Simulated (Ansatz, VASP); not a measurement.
# One calculation of MgO, two programs

File INCAR:

```
SYSTEM = MgO
PREC = Accurate
ENCUT = 520
EDIFF = 1E-6
ISMEAR = 0
SIGMA = 0.05
LREAL = .FALSE.
LASPH = .TRUE.
NELM = 60
ALGO = Normal
ISIF = 2
LWAVE = .FALSE.
LCHARG = .FALSE.
GGA = PE
NBANDS = 16
```

File KPOINTS:

```
Automatic mesh
0
G
  9 9 6
  0 0 0
```

File POSCAR:

```
MgO
1.0
    3.3924438902      0.0000000000      0.0000000000
   -1.6962219451      2.9379425898      0.0000000000
    0.0000000000      0.0000000000      4.8912256008
Mg O
2 2
Direct
    0.3333333333      0.6666666667      0.0356068245
    0.6666666667      0.3333333333      0.5356068245
    0.3333333333      0.6666666667      0.3982811987
    0.6666666667      0.3333333333      0.8982811987
```

Input for Ansatz:

```yaml
crystal:
  lattice:
    - [3.3924438902, 0.0, 0.0]
    - [-1.6962219451, 2.9379425898, 0.0]
    - [0.0, 0.0, 4.8912256008]
  atoms:
    - { symbol: Mg, position: [0.3333333333, 0.6666666667, 0.0356068245] }
    - { symbol: Mg, position: [0.6666666667, 0.3333333333, 0.5356068245] }
    - { symbol: O, position: [0.3333333333, 0.6666666667, 0.3982811987] }
    - { symbol: O, position: [0.6666666667, 0.3333333333, 0.8982811987] }
basis:
  ecutwfc: 520.0
kpoints:
  mp_grid: { grid: [9, 9, 6] }
hamiltonian:
  xc: pbe
  pseudopotentials: { kind: paw, azcp: { folder: soft_1 } }
scf:
  occupations: { method: gaussian, width: 0.05 }
output:
  forces: true
  stress: true
  eigenvalues: true
```

Alike in both runs: task single point; functional PBE; k mesh 9 × 9 × 6; occupations gaussian, width 0.05 eV; no spin polarisation.

```csv
,VASP,Ansatz
version,VASP 6.6.1,Ansatz 0.2.0
potentials or method,"VASP PAW PBE potentials, release 64 (Mg, O), cutoff 520 eV","scalar-relativistic, plane waves, PAW"
valence electrons in the cell,16,32
```

VASP gave:

| Quantity | Value |
| --- | --- |
| gap on the k mesh at the Fermi level (eV) | 3.45 |
| least direct gap on the mesh (eV) | 3.45 |
| pressure (GPa) | 5.6 |
| traceless stress, the component that is largest in VASP (GPa) | 26.51 |
| rms of the force components (eV/Å) | 1.772 |

Task: Which values does Ansatz return?

Result: gap on the k mesh at the Fermi level (eV): 3.47; least direct gap on the mesh (eV): 3.47; pressure (GPa): 5.9; traceless stress, the component that is largest in VASP (GPa): 26.01; rms of the force components (eV/Å): 1.740.

Atom by atom the forces differ by 0.032 eV/Å (rms over components). VASP's potentials hold 16 valence electrons a cell and Ansatz's 32, so a difference there can come from the potentials and not from the codes.
